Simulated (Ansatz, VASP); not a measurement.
**AlCo2 in VASP and in Ansatz**

```
Al Co
1.0
     0.00000    2.73757    2.73757
     2.73757    0.00000    2.73757
     2.73757    2.73757    0.00000
Al Co
1 2
Direct
  0.00000 0.00000 0.00000
  0.75000 0.75000 0.75000
  0.25000 0.25000 0.25000
```

Change from the starting cell: species swapped into the YbH2 type (Fm-3m, No. 225).

Alike in both runs: functional PBE; k mesh 14 × 14 × 14; occupations gaussian, width 0.1 eV; collinear spin.

Ansatz relaxed the structure, and its values are those at the end. VASP's run is a single point on that final structure, the one shown.

```csv
,VASP,Ansatz
version,VASP 6.6.1,Ansatz 0.2.0
potentials or method,"VASP PAW PBE potentials, release 64 (Al, Co), cutoff 520 eV","scalar-relativistic, plane waves, PAW"
valence electrons in the cell,21,37
```

|  | VASP | Ansatz | Ansatz less VASP |
| --- | --- | --- | --- |
| gap on the k mesh at the Fermi level (eV) | none | none | - |
| pressure (GPa) | -0.1 | 0.0 | +0.15 |
| net moment per atom (μB) | 0.64 | 0.65 | +0.011 |
| size of the moment on the site where the two differ most (μB) | 1.02 | 1.04 | +0.018 |

Site moments also hang on the region over which each program counts them. A gap of «none» marks a metal or a gap that the smearing closes. VASP's potentials hold 21 valence electrons a cell and Ansatz's 37, so a difference there can come from the potentials and not from the codes.
